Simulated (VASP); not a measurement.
**Al: single point with PBE**

Al:

```
Al
1.0
    -1.59122    1.59122    1.59122
     1.59122   -1.59122    1.59122
     1.59122    1.59122   -1.59122
Al
1
Direct
  0.00000 0.00000 0.00000
```

* Program: VASP 6.6.1
* Task: single point
* Functional: PBE
* Potentials or basis: VASP PAW PBE potentials, release 64 (Al)
* Cutoff: 520 eV
* k mesh: 12 × 12 × 12
* Occupations: gaussian, width 0.026 eV
* Spin: no spin polarisation
* Dipole correction: no
* Further INCAR settings: ALGO = Fast; EDIFF = 1e-06; NBANDS = 8

| Quantity | Value |
| --- | --- |
| Pressure | 3.9 GPa |

Levels at points of the mesh, in eV from the Fermi level:
| k point | band 1 | band 2 | band 3 | band 4 | band 5 | band 6 |
| --- | --- | --- | --- | --- | --- | --- |
| (0.00, 0.00, 0.00) | -11.29 | 13.42 | 13.42 | 13.42 | 15.06 | 15.06 |
| (0.50, 0.00, 0.00) | -4.40 | -3.88 | 8.34 | 8.36 | 10.16 | 11.64 |
| (0.50, 0.50, 0.50) | 1.92 | 1.92 | 1.92 | 2.96 | 2.96 | 5.88 |

It took 4 s on 1 thread of Intel(R) Xeon(R) Platinum 8488C (Sapphire Rapids), with other jobs on the host, peak memory 0.12 GiB.
